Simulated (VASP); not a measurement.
# Pd (Im-3m) in VASP: notebook, part 2 of 2

VASP 6.6.1.

## 3. Single point, PBEsol (strained)

INCAR reads:

```
PREC = Accurate ; ENCUT = 520
EDIFF = 1E-6 ; ISMEAR = 0
SIGMA = 0.1 ; LREAL = F
LASPH = T ; NELM = 80
ALGO = Normal ; ISIF = 2
LWAVE = F ; LCHARG = F
GGA = PS ; NBANDS = 11
```

KPOINTS reads:

```
regular mesh
0
Gamma
  18 18 18
```

POSCAR reads:

```
Pd
1.0
   -1.5225183064      1.5225183064      1.5225183064
    1.5225183064     -1.5225183064      1.5225183064
    1.5225183064      1.5225183064     -1.5225183064
Pd
1
Direct
    0.0000000000      0.0000000000      0.0000000000
```

Potentials or basis: VASP PAW PBE potentials, release 64 (Pd).

Launch:

```bash
> cat potpaw_PBE.64/Pd/POTCAR > POTCAR
> mpirun -np 1 vasp_std > vasp.out
```

OUTCAR:

```text
PREC = Accurate
   ENCUT = 520
   EDIFF = 1E-6
   ISMEAR = 0
   LREAL = F
   LASPH = T
   NELM = 80
   ISIF = 2
   GGA = PS

 ion  position               nearest neighbor table
   1  0.000  0.000  0.000-

  LATTYP: Found a body centered cubic cell.
 ALAT       =     3.0450366128

  Lattice vectors:

 A1 = (  -1.5225183064,   1.5225183064,   1.5225183064)
 A2 = (   1.5225183064,  -1.5225183064,   1.5225183064)
 A3 = (   1.5225183064,   1.5225183064,  -1.5225183064)

Analysis of symmetry for initial positions (statically):
=====================================================================
 Subroutine PRICEL returns:
 Original cell was already a primitive cell.

 Routine SETGRP: Setting up the symmetry group for a
 body centered cubic supercell.

 Subroutine GETGRP returns: Found 48 space group operations
 (whereof 48 operations were pure point group operations)
 out of a pool of 48 trial point group operations.

The static configuration has the point symmetry O_h .

Analysis of symmetry for dynamics (positions and initial velocities):
[... 165 lines left out ...]

 k-point     1 :       0.0000    0.0000    0.0000
  band No.  band energies     occupation
      1       2.8003      2.00000
      2       7.1894      2.00000
      3       7.1894      2.00000
      4       7.1894      2.00000
      5       9.3503      2.00000
      6       9.3503      2.00000
      7      29.7838      0.00000
      8      29.7838      0.00000
      9      29.7838      0.00000
     10      36.4813      0.00000
     11      38.8814      0.00000
[... 309 lines left out ...]
 k-point    24 :       0.3889    0.1111   -0.0000
  band No.  band energies     occupation
      1       4.9666      2.00000
      2       6.0101      2.00000
      3       8.8197      2.00000
      4       9.2358      2.00000
      5      10.0994      1.99995
      6      12.8623      0.00000
      7      19.3845      0.00000
      8      25.2723      0.00000
      9      27.8912      0.00000
     10      35.0040      0.00000
     11      36.4467      0.00000

 [... further k-points ...]

------------------------ aborting loop because EDIFF is reached ----------------------------------------

  FORCE on cell =-STRESS in cart. coord.  units (eV):
  Direction    XX          YY          ZZ          XY          YZ          ZX
  --------------------------------------------------------------------------------------
  -------------------------------------------------------------------------------------
  Total        0.6974915      0.6974915      0.6974915      0.0000000      0.0000000      0.0000000
  in kB       79.1593008     79.1593008     79.1593008      0.0000000      0.0000000      0.0000000
  external PRESSURE =      79.1593008 kB  Pullay stress =       0.0000000 kB

 VOLUME and BASIS-vectors are now :
 -----------------------------------------------------------------------------
  energy-cutoff  :      520.00
  volume of cell :       14.12
      direct lattice vectors                 reciprocal lattice vectors
    -1.522518306  1.522518306  1.522518306     0.000000000  0.328403276  0.328403276
     1.522518306 -1.522518306  1.522518306     0.328403276  0.000000000  0.328403276
     1.522518306  1.522518306 -1.522518306     0.328403276  0.328403276  0.000000000

 POSITION                                       TOTAL-FORCE (eV/Angst)
 -----------------------------------------------------------------------------------
      0.00000      0.00000      0.00000         0.000000      0.000000      0.000000
 -----------------------------------------------------------------------------------
    total drift:                                0.000000     -0.000000      0.000000

  FREE ENERGIE OF THE ION-ELECTRON SYSTEM (eV)
  ---------------------------------------------------
  free  energy   TOTEN  =        -5.9000775625 eV

  energy  without entropy=       -5.8944553162  energy(sigma->0) =       -5.89726644
```

stdout:

```text
POSCAR found type information on POSCAR Pd
 POSCAR found :  1 types and       1 ions
 scaLAPACK will be used
 -----------------------------------------------------------------------------
|                                                                             |
|                                                                             |
|     You enforced a specific xc type in the INCAR file but a different       |
|     I HOPE YOU KNOW WHAT YOU ARE DOING!                                     |
|                                                                             |
 -----------------------------------------------------------------------------

 LDA part: xc-table for (Slater+PW92), standard interpolation
 POSCAR, INCAR and KPOINTS ok, starting setup
 FFT: planning ... GRIDC
 FFT: planning ... GRID_SOFT
 FFT: planning ... GRID
 WAVECAR not read
 entering main loop
```

Wall time 9.9 s (1 thread of Intel Xeon 6975P-C (Granite Rapids), shared host); peak memory 0.14 GiB.

Results:

```
Free energy            : -5.9001 eV
Pressure               : 7.9 GPa
Band gap on the k mesh : zero (band 5 reaches 11.05 eV, above the bottom of band 6 at 9.25 eV)
```

Caveat: the cell differs from its parent crystal (strained); the PAW data sets were made with another functional, which shifts forces and pressure a little.

## 4. Single point, PBEsol (strained)

INCAR reads:

```
ALGO = Fast
EDIFF = 1E-7
ENCUT = 520
GGA = PS
ISIF = 2
ISMEAR = 0
LASPH = T
LCHARG = F
LREAL = F
LWAVE = F
NBANDS = 11
NELM = 100
PREC = Accurate
SIGMA = 0.1
```

KPOINTS reads:

```
k-points
0
Gamma
  18 18 18
```

POSCAR reads:

```
Pd
1.0
   -1.6490869269      1.6490869269      1.6490869269
    1.6490869269     -1.6490869269      1.6490869269
    1.6490869269      1.6490869269     -1.6490869269
Pd
1
Direct
    0.0000000000      0.0000000000      0.0000000000
```

Potentials or basis: VASP PAW PBE potentials, release 64 (Pd).

Launch:

```bash
> cat potpaw_PBE.64/Pd/POTCAR > POTCAR
> mpirun -np 1 vasp_std > vasp.out
```

OUTCAR:

```text
EDIFF = 1E-7
   ENCUT = 520
   GGA = PS
   ISIF = 2
   ISMEAR = 0
   LASPH = T
   LREAL = F
   NELM = 100
   PREC = Accurate

 ion  position               nearest neighbor table
   1  0.000  0.000  0.000-

  LATTYP: Found a body centered cubic cell.
 ALAT       =     3.2981738538

  Lattice vectors:

 A1 = (  -1.6490869269,   1.6490869269,   1.6490869269)
 A2 = (   1.6490869269,  -1.6490869269,   1.6490869269)
 A3 = (   1.6490869269,   1.6490869269,  -1.6490869269)

Analysis of symmetry for initial positions (statically):
[... 515 lines left out ...]

 [... further k-points ...]

------------------------ aborting loop because EDIFF is reached ----------------------------------------

  FORCE on cell =-STRESS in cart. coord.  units (eV):
  Direction    XX          YY          ZZ          XY          YZ          ZX
  --------------------------------------------------------------------------------------
  -------------------------------------------------------------------------------------
  Total       -2.5985411     -2.5985411     -2.5985411     -0.0000000     -0.0000000      0.0000000
  in kB     -232.0863170   -232.0863170   -232.0863170     -0.0000000     -0.0000000      0.0000000
  external PRESSURE =    -232.0863170 kB  Pullay stress =       0.0000000 kB

 VOLUME and BASIS-vectors are now :
 -----------------------------------------------------------------------------
  energy-cutoff  :      520.00
  volume of cell :       17.94
      direct lattice vectors                 reciprocal lattice vectors
    -1.649086927  1.649086927  1.649086927     0.000000000  0.303198086  0.303198086
     1.649086927 -1.649086927  1.649086927     0.303198086  0.000000000  0.303198086
     1.649086927  1.649086927 -1.649086927     0.303198086  0.303198086  0.000000000

 POSITION                                       TOTAL-FORCE (eV/Angst)
 -----------------------------------------------------------------------------------
      0.00000      0.00000      0.00000        -0.000000      0.000000     -0.000000
 -----------------------------------------------------------------------------------
    total drift:                               -0.000000      0.000000     -0.000000

  FREE ENERGIE OF THE ION-ELECTRON SYSTEM (eV)
  ---------------------------------------------------
  free  energy   TOTEN  =        -5.6146174543 eV

  energy  without entropy=       -5.6060718749  energy(sigma->0) =       -5.61034466
```

OSZICAR:

```text
N       E                     dE             d eps       ncg     rms          rms(c)
DAV:   1     0.409512208890E+02    0.40951E+02   -0.50155E+03  4322   0.829E+02
DAV:   2    -0.531705108618E+01   -0.46268E+02   -0.44519E+02  4842   0.174E+02
DAV:   3    -0.591100689126E+01   -0.59396E+00   -0.59141E+00  5042   0.211E+01
DAV:   4    -0.591451233877E+01   -0.35054E-02   -0.35052E-02  5033   0.172E+00
DAV:   5    -0.591456468537E+01   -0.52347E-04   -0.52346E-04  5346   0.184E-01    0.499E+00
RMM:   6    -0.562056338664E+01    0.29400E+00   -0.52560E-01  4337   0.651E+00    0.211E+00
RMM:   7    -0.561662977124E+01    0.39336E-02   -0.67525E-03  4774   0.856E-01    0.122E+00
RMM:   8    -0.561460550966E+01    0.20243E-02   -0.55794E-04  5025   0.232E-01    0.293E-02
RMM:   9    -0.561461633297E+01   -0.10823E-04   -0.65043E-05  5300   0.641E-02    0.152E-02
RMM:  10    -0.561461737415E+01   -0.10412E-05   -0.94803E-06  5407   0.227E-02    0.465E-03
RMM:  11    -0.561461741999E+01   -0.45845E-07   -0.28665E-06  5478   0.108E-02    0.206E-03
RMM:  12    -0.561461745434E+01   -0.34344E-07   -0.48998E-07  4839   0.479E-03
   1 F= -.56146175E+01 E0= -.56103447E+01  d E =-.854558E-02
```

Wall time 12 s (1 thread of Intel Xeon 6975P-C (Granite Rapids), shared host); peak memory 0.16 GiB.

Results:

| Quantity | Value |
| --- | --- |
| Free energy | -5.6146 eV |
| Pressure | -23.2 GPa |
| Band gap on the k mesh | zero (band 5 reaches 7.08 eV, above the bottom of band 6 at 5.91 eV) |

Levels at points of the mesh, in eV from the Fermi level:
| k point | band 1 | band 2 | band 3 | band 4 | band 5 | band 6 | band 7 | band 8 | band 9 | band 10 |
| --- | --- | --- | --- | --- | --- | --- | --- | --- | --- | --- |
| (0.00, 0.00, 0.00) | -5.82 | -2.19 | -2.19 | -2.19 | -0.68 | -0.68 | 18.77 | 18.77 | 18.77 | 25.40 |
| (0.50, 0.00, 0.00) | -3.97 | -3.07 | -0.76 | -0.52 | 0.42 | 1.67 | 6.42 | 14.49 | 15.86 | 21.58 |
| (0.50, 0.50, 0.50) | -3.82 | -3.82 | 0.15 | 0.15 | 0.15 | 8.45 | 8.45 | 8.45 | 14.57 | 15.51 |

Caveat: the cell differs from its parent crystal (strained); the PAW data sets were made with another functional, which shifts forces and pressure a little.

## 5. The runs side by side

| cell | k mesh | gap on the mesh (eV) | pressure (GPa) |
| --- | --- | --- | --- |
| a = 5.343 Å, angles 109.5°, 8 atoms | 8 × 8 × 8 | none | -0.4 |
| a = 2.637 Å, angles 109.5°, 1 atom | 18 × 18 × 18 | none | 7.9 |
| a = 2.856 Å, angles 109.5°, 1 atom | 18 × 18 × 18 | none | -23.2 |

Alike in all rows: task single point; level PBEsol; potentials or basis VASP PAW PBE potentials, release 64 (Pd); no spin polarisation; cutoff (eV) 520; smearing gaussian 0.1 eV.

Caveats: the PAW data sets were made with another functional, which shifts forces and pressure a little.

Absolute energies hang on the potentials; compare differences alone.
